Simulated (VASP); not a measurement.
Input of a VASP 6.6.1 run:

Contents of POSCAR:

```
Au
1.0
    0.0000000000      2.8394269867      2.8394269867
    2.8394269867      0.0000000000      2.8394269867
    2.8394269867      2.8394269867      0.0000000000
Au
2
Direct
    0.1250000000      0.1250000000      0.1250000000
    0.8750000000      0.8750000000      0.8750000000
```

File INCAR.step1:

```
PREC = Accurate ; ENCUT = 600
ISMEAR = -1 ; SIGMA = 0.1
LREAL = False ; LASPH = True
NELM = 60 ; GGA = PE
ALGO = Normal ; EDIFF = 1E-4
LWAVE = True ; LCHARG = False
```

File INCAR.step2:

```
PREC = Accurate ; ENCUT = 600
EDIFF = 1E-6 ; ISMEAR = -1
SIGMA = 0.1 ; LREAL = False
LASPH = True ; NELM = 60
ALGO = Normal ; ISIF = 3
LWAVE = False ; LCHARG = False
METAGGA = R2SCAN ; LMIXTAU = True
IBRION = 2 ; NSW = 80
EDIFFG = -0.01 ; ISTART = 1
```

File KPOINTS:

```
regular mesh
0
Gamma
  10 10 10
```

Potentials or basis: VASP PAW PBE potentials, release 64 (Au).

Run with:

```sh
$ cat potpaw_PBE.64/Au/POTCAR > POTCAR
$ cp INCAR.step1 INCAR
$ mpirun -np 1 vasp_std > vasp.out
$ cp INCAR.step2 INCAR
$ mpirun -np 1 vasp_std > vasp.out
```

Problem. What does it give for the relaxed cell?

Solution. a = 4.296 Å, b = 4.296 Å, c = 4.296 Å, α = 60.00°, β = 60.00°, γ = 60.00°.

Problem. Estimate the band gap on the k mesh.

Solution. Zero (bands 11 and 12 overlap by 0.70 eV).

Problem. Predict the space group after relaxing (to 0.1 Å).

Solution. Fd-3m (No. 227).

Final structure:
```
Au
1.0
     0.00000    3.03807    3.03807
     3.03807    0.00000    3.03807
     3.03807    3.03807    0.00000
Au
2
Direct
  0.12500 0.12500 0.12500
  0.87500 0.87500 0.87500
```

Caveat: spin-orbit coupling is left out, which moves the levels of the heavy elements.
